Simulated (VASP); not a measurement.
Here is a VASP 6.6.1 calculation.

Contents of INCAR:

```
SYSTEM = TlAgTe2
  PREC = Accurate
  ENCUT = 520
  EDIFF = 1E-8
  ISMEAR = -1
  SIGMA = 0.05
  LREAL = .False.
  LASPH = .True.
  NELM = 80
  ALGO = Normal
  ISIF = 2
  LWAVE = .False.
  LCHARG = .False.
  LEFG = .True.
  NBANDS = 26
```

The input KPOINTS:

```
Automatic mesh
0
Gamma
  13 13 13
  0 0 0
```

File POSCAR:

```
TlAgTe2
1.0
   -1.9729805107      1.9729805107      7.6603988198
    1.9729805107     -1.9729805107      7.6603988198
    1.9729805107      1.9729805107     -7.6603988198
Tl Ag Te
1 1 2
Direct
    0.0000000000      0.0000000000      0.0000000000
    0.7500000000      0.2500000000      0.5000000000
    0.3690000000      0.3690000000      0.0000000000
    0.6310000000      0.6310000000      0.0000000000
```

Potentials or basis: VASP PAW LDA potentials, release 64 (Tl_d, Ag, Te).

The run is started by

```bash
$ cat potpaw_LDA.64/Tl_d/POTCAR potpaw_LDA.64/Ag/POTCAR potpaw_LDA.64/Te/POTCAR > POTCAR
$ mpirun -np 1 vasp_std > vasp.out
```

Estimate the pressure.

-2.2 GPa.

What does it give for the band gap on the k mesh?

Zero (bands 18 and 19 overlap by 1.62 eV).

What does it give for the largest force?

0.057 eV/Å.

Stress tensor (GPa, compression positive):
```
-3.01  0.00  0.00
 0.00 -3.01  0.00
 0.00  0.00 -0.66
```

Caveat: without QUAD_EFG the Cq values of the log hold for a quadrupole moment of 1 mb, not for the nuclei; spin-orbit coupling is left out, which moves the levels of the heavy elements.
